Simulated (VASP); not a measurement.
# KI (I4mm) in VASP: notebook, part 2 of 2

VASP 6.6.1. The steps go on from the part before.

## 5. Single point, LDA (atoms displaced along a vibrational mode)

INCAR reads:

```
SYSTEM = KI
ALGO     = Normal         ! electronic algorithm
EDIFF    = 1E-6           ! SCF threshold, eV
ENCUT    = 520            ! plane-wave cutoff, eV
ISIF     = 2              ! what is computed and relaxed
ISMEAR   = 0              ! smearing method
LASPH    = .True.         ! aspherical terms in the spheres
LCHARG   = .False.        ! write CHGCAR
LREAL    = .False.        ! projectors in reciprocal space
LWAVE    = .False.        ! write WAVECAR
NBANDS   = 15             ! bands
NELM     = 80             ! most SCF steps
PREC     = Accurate       ! precision mode
SIGMA    = 0.05           ! smearing width, eV
```

KPOINTS reads:

```
k-points
0
Gamma
  6 6 6
  0 0 0
```

POSCAR reads:

```
KI
1.0
    0.0000000000      3.4109309835      3.4109309835
    3.4109309835      0.0000000000      3.4109309835
    3.4109309835      3.4109309835      0.0000000000
K I
1 1
Direct
   -0.0434485484     -0.0434485484      0.0434485484
    0.5133861666      0.5133861666      0.4866138334
```

Potentials or basis: VASP PAW LDA potentials, release 64 (K_sv, I).

Launch:

```
cat potpaw_LDA.64/K_sv/POTCAR potpaw_LDA.64/I/POTCAR > POTCAR
mpirun -np 1 vasp_std > vasp.out
```

OUTCAR:

```text
SYSTEM = KI
   EDIFF = 1E-6
   ENCUT = 520
   ISIF = 2
   ISMEAR = 0
   LASPH = .True.
   LREAL = .False.
   NELM = 80
   PREC = Accurate

 ion  position               nearest neighbor table
   1  0.957  0.957  0.043-   2 3.02   2 3.43   2 3.43   2 3.43   2 3.43
   2  0.513  0.513  0.487-   1 3.02   1 3.43   1 3.43   1 3.43   1 3.43

  LATTYP: Found a face centered cubic cell.
 ALAT       =     6.8218619670

  Lattice vectors:

 A1 = (   0.0000000000,   3.4109309835,   3.4109309835)
 A2 = (   3.4109309835,   0.0000000000,   3.4109309835)
 A3 = (   3.4109309835,   3.4109309835,   0.0000000000)

Analysis of symmetry for initial positions (statically):
=====================================================================
 Subroutine PRICEL returns:
 Original cell was already a primitive cell.

 Routine SETGRP: Setting up the symmetry group for a
 face centered cubic supercell.

 Subroutine GETGRP returns: Found  8 space group operations
 (whereof  8 operations were pure point group operations)
 out of a pool of 48 trial point group operations.

The static configuration has the point symmetry C_4v.

Analysis of symmetry for dynamics (positions and initial velocities):
=====================================================================
 Subroutine PRICEL returns:
 Original cell was already a primitive cell.

 Routine SETGRP: Setting up the symmetry group for a
 face centered cubic supercell.

 Subroutine GETGRP returns: Found  8 space group operations
 (whereof  8 operations were pure point group operations)
 out of a pool of 48 trial point group operations.

The dynamic configuration has the point symmetry C_4v.

 Subroutine INISYM returns: Found  8 space group operations
 (whereof  8 operations are pure point group operations),
 and found     1 'primitive' translations

----------------------------------------------------------------------------------------

                                     Primitive cell

  volume of cell :      79.3686

  direct lattice vectors                    reciprocal lattice vectors
     0.000000000  3.410930984  3.410930984    -0.146587545  0.146587545  0.146587545
     3.410930984  0.000000000  3.410930984     0.146587545 -0.146587545  0.146587545
     3.410930984  3.410930984  0.000000000     0.146587545  0.146587545 -0.146587545

  length of vectors
     4.823784857  4.823784857  4.823784857     0.253897076  0.253897076  0.253897076

  position of ions in fractional coordinates (direct lattice)
     0.956551452  0.956551452  0.043448548
     0.513386167  0.513386167  0.486613833

  ion indices of the primitive-cell ions
   primitive index   ion index
                 1           1
                 2           2

----------------------------------------------------------------------------------------

 KPOINTS: k-points

Automatic generation of k-mesh.
 Grid dimensions read from file:
 generate k-points for:    6    6    6

 Generating k-lattice:

  Cartesian coordinates                     Fractional coordinates (reciprocal lattice)
    -0.024431258  0.024431258  0.024431258     0.166666667  0.000000000  0.000000000
     0.024431258 -0.024431258  0.024431258     0.000000000  0.166666667  0.000000000
     0.024431258  0.024431258 -0.024431258     0.000000000  0.000000000  0.166666667

  Length of vectors
     0.042316179  0.042316179  0.042316179

  Shift w.r.t. Gamma in fractional coordinates (k-lattice)
     0.000000000  0.000000000  0.000000000

 Subroutine IBZKPT returns following result:
 ===========================================

 Found     30 irreducible k-points:

 Following reciprocal coordinates:
            Coordinates               Weight
  0.000000  0.000000  0.000000      1.000000
  0.166667  0.000000  0.000000      8.000000
  0.333333  0.000000  0.000000      8.000000
  0.500000  0.000000  0.000000      4.000000
  0.166667  0.166667  0.000000      2.000000
  0.000000  0.166667  0.166667      4.000000
[... 16 lines left out ...]
  0.500000  0.333333  0.166667      8.000000
  0.166667  0.500000  0.333333      8.000000
 [... further k-points ...]
   k-points           NKPTS =     30   k-points in BZ     NKDIM =     30   number of bands    NBANDS=     15
   number of dos      NEDOS =    301   number of ions     NIONS =      2
   total plane-waves  NPLWV =  46656
   dimension x,y,z NGX =    36 NGY =   36 NGZ =   36
   dimension x,y,z NGXF=    72 NGYF=   72 NGZF=   72
   ions per type =               1   1
   NGX,Y,Z   is equivalent  to a cutoff of  12.41, 12.41, 12.41 a.u.
   NGXF,Y,Z  is equivalent  to a cutoff of  24.81, 24.81, 24.81 a.u.
 SYSTEM =  KI
   PREC   = accura    normal or accurate (medium, high low for compatibility)
   ISTART =      0    job   : 0-new  1-cont  2-samecut
   ICHARG =      2    charge: 1-file 2-atom 10-const
   ISPIN  =      1    spin polarized calculation?
   LNONCOLLINEAR =      F non collinear calculations
   LSORBIT =      F    spin-orbit coupling
   LASPH  =      T    aspherical Exc in radial PAW
   ENCUT  =  520.0 eV  38.22 Ry    6.18 a.u.   8.97  8.97  8.97*2*pi/ulx,y,z
   NELM   =     80;   NELMIN=  2; NELMDL= -5     # of ELM steps
   EDIFF  = 0.1E-05   stopping-criterion for ELM
   LREAL  =      F    real-space projection
[... 7 lines left out ...]
   TEBEG  =    0.0;   TEEND  =   0.0 temperature during run
   PSTRESS=    0.0 pullay stress
   NELECT =      16.0000    total number of electrons
   NUPDOWN=      -1.0000    fix difference up-down
   EMIN   =  10.00;   EMAX   =-10.00  energy-range for DOS
   EFERMI =   0.00;   METHOD = LEGACY
   ISMEAR =     0;   SIGMA  =   0.05  broadening in eV -4-tet -1-fermi 0-gaus
   EFERMI_NEDOS =   21; number of points for ismear=-14 and -15
   IALGO  =     38    algorithm
   IMIX   =      4    mixing-type and parameters
     AMIX     =   0.40;   BMIX     =  1.00
     AMIX_MAG =   1.60;   BMIX_MAG =  1.00
  volume/ion in A,a.u.               =      39.68       267.80
  Fermi-wavevector in a.u.,A,eV,Ry     =   0.959913  1.813973 12.536858  0.921433
  Thomas-Fermi vector in A             =   2.089151
   LORBIT       =      0    0 simple, 1 ext, 2 COOP (PROOUT), +10 PAW based schemes
   GGA     = CA    functional components
   LHFCALC =     F    Hartree Fock is set to
   AEXX    =    0.0000 exact exchange contribution
   IVDW    =     0    specifies the selected vdW correction
   LEPSILON=     F    determine dielectric tensor
   LRPA    =     F    only Hartree local field effects (RPA)
 non-spin polarized calculation
 Gauss-broadening in eV      SIGMA  =   0.05
  energy-cutoff  :      520.00
  volume of cell :       79.37
 maximum number of plane-waves:      2158
   NGX = 17   NGY = 17   NGZ = 17

 number of electron      16.0000002 magnetization

 Free energy of the ion-electron system (eV)
  ---------------------------------------------------
  ext. energy  EPLUGINS =         0.00000000
  ---------------------------------------------------
  free energy    TOTEN  =        -6.03209823 eV

  energy without entropy =       -6.03209823  energy(sigma->0) =       -6.03209823

 E-fermi :   0.2269     XC(G=0):  -8.0223

 val. band max:       -0.0689047472   @ k =   0.0000   0.0000   0.0000
 cond. band min:       3.8296015000   @ k =   0.0000   0.0000   0.0000
 fundamental gap:      3.8985062472
 Fermi energy:         0.2268539572

 k-point     1 :       0.0000    0.0000    0.0000
  band No.  band energies     occupation
      1     -27.9930      2.00000
      2     -11.8402      2.00000
      3     -11.7314      2.00000
      4     -11.7314      2.00000
      5     -10.7223      2.00000
      6      -0.0863      2.00000
      7      -0.0863      2.00000
      8      -0.0689      2.00000
      9       3.8296      0.00000
     10       6.2618      0.00000
     11       6.3122      0.00000
     12       6.3122      0.00000
     13       7.0635      0.00000
     14       7.3143      0.00000
     15       9.3500      0.00000
[... 397 lines left out ...]
 k-point    24 :       0.1667    0.5000    0.3333
  band No.  band energies     occupation
      1     -27.9882      2.00000
      2     -12.0007      2.00000
      3     -11.7731      2.00000
      4     -11.7657      2.00000
      5     -10.3767      2.00000
      6      -1.2659      2.00000
      7      -0.6632      2.00000
      8      -0.5016      2.00000
      9       5.6648      0.00000
     10       6.2546      0.00000
     11       7.1513      0.00000
     12       8.1534      0.00000
     13       8.4598      0.00000
     14       9.1474      0.00000
     15       9.8653      0.00000

 [... further k-points ...]
[... 5 lines left out ...]
  --------------------------------------------------------------------------------------
  -------------------------------------------------------------------------------------
  Total       -0.1055014     -0.1055014      1.6720169      0.0000000      0.0000000      0.0000000
  in kB       -2.1297082     -2.1297082     33.7522283      0.0000000      0.0000000      0.0000000
  external PRESSURE =       9.8309373 kB  Pullay stress =       0.0000000 kB

 VOLUME and BASIS-vectors are now :
 -----------------------------------------------------------------------------
  energy-cutoff  :      520.00
  volume of cell :       79.37
      direct lattice vectors                 reciprocal lattice vectors
     0.000000000  3.410930984  3.410930984    -0.146587545  0.146587545  0.146587545
     3.410930984  0.000000000  3.410930984     0.146587545 -0.146587545  0.146587545
     3.410930984  3.410930984  0.000000000     0.146587545  0.146587545 -0.146587545

 POSITION                                       TOTAL-FORCE (eV/Angst)
 -----------------------------------------------------------------------------------
      3.41093      3.41093      6.52546         0.000000      0.000000      0.818544
      3.41093      3.41093      3.50225         0.000000      0.000000     -0.818544
 -----------------------------------------------------------------------------------
    total drift:                               -0.000000     -0.000000      0.000208

  FREE ENERGIE OF THE ION-ELECTRON SYSTEM (eV)
  ---------------------------------------------------
  free  energy   TOTEN  =        -6.0320982344 eV

  energy  without entropy=       -6.0320982344  energy(sigma->0) =       -6.03209823
```

Wall time 44 s (1 thread of Intel Xeon 8259CL, shared host); peak memory 0.19 GiB.

What came out:

```
Free energy            : -6.0321 eV
Pressure               : 1.0 GPa
Largest force          : 0.819 eV/Å
Band gap on the k mesh : 3.90 eV
```

Forces in eV/Å, atoms in the order of the input:
```
K    0.000  0.000  0.819
I    0.000  0.000 -0.819
```

Levels at points of the mesh, in eV from the valence-band top:
```csv
k point,band 4,band 5,band 6,band 7,band 8,band 9,band 10,band 11,band 12,band 13
"(0.00, 0.00, 0.00)",-11.66,-10.65,-0.02,-0.02,0.00,3.90,6.33,6.38,6.38,7.13
"(0.50, 0.00, 0.00)",-11.67,-10.18,-1.60,-0.41,-0.38,5.34,7.46,8.04,8.21,8.62
"(0.50, 0.50, 0.00)",-11.70,-10.39,-1.11,-0.40,-0.40,4.54,5.74,7.87,8.18,9.52
"(0.00, 0.50, 0.50)",-11.69,-10.43,-1.17,-0.49,-0.38,4.69,5.72,8.11,8.89,9.08
```

Caveat: the cell differs from its parent crystal (atoms displaced along a vibrational mode); spin-orbit coupling is left out, which moves the levels of the heavy elements.

## 6. Overview

```csv
cell,gap on the mesh (eV),pressure (GPa),largest force (eV/Å)
"a = 4.792, b = 4.792, c = 4.760 Å, angles 60.2, 60.2, 59.6°, 2 atoms, atomic positions A",3.95,0.6,0.19
"a = 4.792, b = 4.792, c = 4.760 Å, angles 60.2, 60.2, 59.6°, 2 atoms, atomic positions B",3.96,0.9,0.44
"a = 4.792, b = 4.792, c = 4.760 Å, angles 60.2, 60.2, 59.6°, 2 atoms, atomic positions C",3.98,2.3,1.35
"a = 4.824 Å, angles 60.0°, 2 atoms, atomic positions D",3.90,1.0,0.82
```

Alike in all rows: task single point; level LDA; potentials or basis VASP PAW LDA potentials, release 64 (K_sv, I); no spin polarisation; k mesh 6 × 6 × 6; cutoff (eV) 520; smearing gaussian 0.05 eV.

Caveats: spin-orbit coupling is left out, which moves the levels of the heavy elements; the stress differs along the axes, from 0 to 7 GPa (at least some runs); forces of over 1 eV/Å act on the atoms, so gaps and moduli don't describe the material at rest (at least some runs).

Total energies depend on the potentials used, so only differences within one code and one set of settings carry meaning.
